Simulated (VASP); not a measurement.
Write the native input for VASP 6.6.1 that does the following.

- Task: relaxation of cell and atoms
- Functional: PBE
- Potentials or basis: VASP PAW PBE potentials, release 64 (Si, Sb, Te)
- Cutoff: 500 eV
- k mesh: 3 × 3 × 3
- Occupations: gaussian, width 0.2 eV
- Spin: no spin polarisation
- Dipole correction: no
- Further INCAR settings: ALGO = Normal; EDIFF = 1e-07; IBRION = 2; EDIFFG = -0.08; NSW = 36; ISIF = 3

The structure of Si3Sb2Te lies in POSCAR:

```
Si3Sb2Te
1.0
    5.1680463300      0.0000000000      0.0000000000
    0.0000000000      5.1680463300      0.0000000000
    0.0000000000      0.0000000000      5.6071444700
Si Sb Te
3 2 1
Direct
    0.0000000000      0.0000000000      0.5000000000
    0.5000000000      0.5000000000      0.1582265700
    0.5000000000      0.5000000000      0.8417734300
    0.0000000000      0.5000000000      0.5000000000
    0.5000000000      0.0000000000      0.5000000000
    0.5000000000      0.5000000000      0.5000000000
```

These files were run (other wordings do the same):

INCAR

```
SYSTEM = Si3Sb2Te
  ALGO = Normal
  EDIFF = 1E-7
  EDIFFG = -0.08
  ENCUT = 500
  GGA = PE
  GGA_COMPAT = .False.
  IBRION = 2
  ISIF = 3
  ISMEAR = 0
  LASPH = .True.
  LCHARG = .False.
  LREAL = .False.
  LWAVE = .False.
  NELM = 120
  NELMIN = 4
  NSW = 36
  PREC = Accurate
  SIGMA = 0.2
```

KPOINTS

```
k-points
0
Gamma
  3 3 3
  0 0 0
```

Potentials or basis: VASP PAW PBE potentials, release 64 (Si, Sb, Te).

Command:

```bash
$ cat potpaw_PBE.64/Si/POTCAR potpaw_PBE.64/Sb/POTCAR potpaw_PBE.64/Te/POTCAR > POTCAR
$ mpirun -np 1 vasp_std > vasp.out
```

It gave:

The relaxed volume is 44.78 Å³/atom. The relaxed cell is a = 5.798 Å, b = 5.798 Å, c = 7.991 Å, α = 90.00°, β = 90.00°, γ = 90.00°, the space group after relaxing (to 0.05 Å) is P4/mmm (No. 123) and the energy gained by relaxing is 2409.4 meV/atom. The ionic steps are 36 and the pressure after relaxing is 0.0 GPa. The largest force after relaxing is 0.009 eV/Å and the band gap on the k mesh is zero (band 14 reaches 1.59 eV, above the bottom of band 15 at 1.24 eV).

Caveat: the k points lie up to 0.36 Å⁻¹ apart in the final cell; the volume moved by over 15 % at a fixed basis, so the end points are rough; spin-orbit coupling is left out, which moves the levels of the heavy elements; the relaxation stopped at a loose force limit of 0.08 eV/Å, so its end isn't a converged minimum.

It took 7.8 min on 1 thread of AMD EPYC 9R45 96-Core Processor (Zen 5), with other jobs on the host, peak memory 0.23 GiB.
